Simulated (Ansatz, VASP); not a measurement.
**Two plane-wave programs on GaP**

The input INCAR:

```
PREC = Accurate ; ENCUT = 500
EDIFF = 1E-6 ; ISMEAR = -1
SIGMA = 0.02 ; LREAL = F
LASPH = T ; NELM = 120
ALGO = Normal ; ISIF = 2
LWAVE = F ; LCHARG = T
GGA = PE ; LELF = T
LVHAR = T ; NBANDS = 16
GGA_COMPAT = F
```

File KPOINTS:

```
regular mesh
0
Gamma
  8 8 8
```

POSCAR

```
GaP
1.0
    0.0000000000      2.7253992887      2.7253992887
    2.6981452958      0.0000000000      2.7253992887
    2.6981452958      2.7253992887      0.0000000000
Ga P
1 1
Direct
    0.0000000000      0.0000000000      0.0000000000
    0.2500000000      0.2500000000      0.2500000000
```

Input for Ansatz:

```yaml
crystal:
  lattice:
    - [0.0, 2.7253992887, 2.7253992887]
    - [2.6981452958, 0.0, 2.7253992887]
    - [2.6981452958, 2.7253992887, 0.0]
  atoms:
    - { symbol: Ga, position: [0.0, 0.0, 0.0] }
    - { symbol: P, position: [0.25, 0.25, 0.25] }
kpoints:
  mp_grid: { grid: [8, 8, 8] }
  band_path:
    path:
      - [0.0, 0.0, 0.0]
      - [-0.5, -0.5, 0.0]
      - [-0.375, -0.375, 0.25]
      - [-0.375, 0.0, 0.375]
      - [0.0, 0.0, 0.5]
      - [-0.5, -0.25, 0.25]
      - [-0.45, -0.45, 0.0]
    npoints: 1
hamiltonian:
  xc: pbe
scf:
  occupations: { method: fermi_dirac, width: 0.02 }
  n_extra_bands: 4
output:
  forces: true
  stress: true
  eigenvalues: true
```

Change from the starting cell: uniaxial_x strain -1.0%.

Alike in both runs: task single point; functional PBE; k mesh 8 × 8 × 8; occupations fermi-dirac, width 0.02 eV; no spin polarisation.

```csv
,VASP,Ansatz
version,VASP 6.6.1,Ansatz 0.2.0
potentials or method,"VASP PAW PBE potentials, release 64 (Ga_d, P)","plane waves, PAW"
plane-wave cutoff (eV),500,420
valence electrons in the cell,18,18
```

|  | VASP | Ansatz | Ansatz less VASP |
| --- | --- | --- | --- |
| gap on the k mesh at the Fermi level (eV) | 1.53 | 1.53 | 0.000 |
| pressure (GPa) | 3.3 | 3.4 | +0.10 |
| traceless stress, the component that is largest in VASP (GPa) | 0.48 | 0.48 | -0.002 |

With one functional, cell and mesh, what is left measures potentials, basis and numerics.
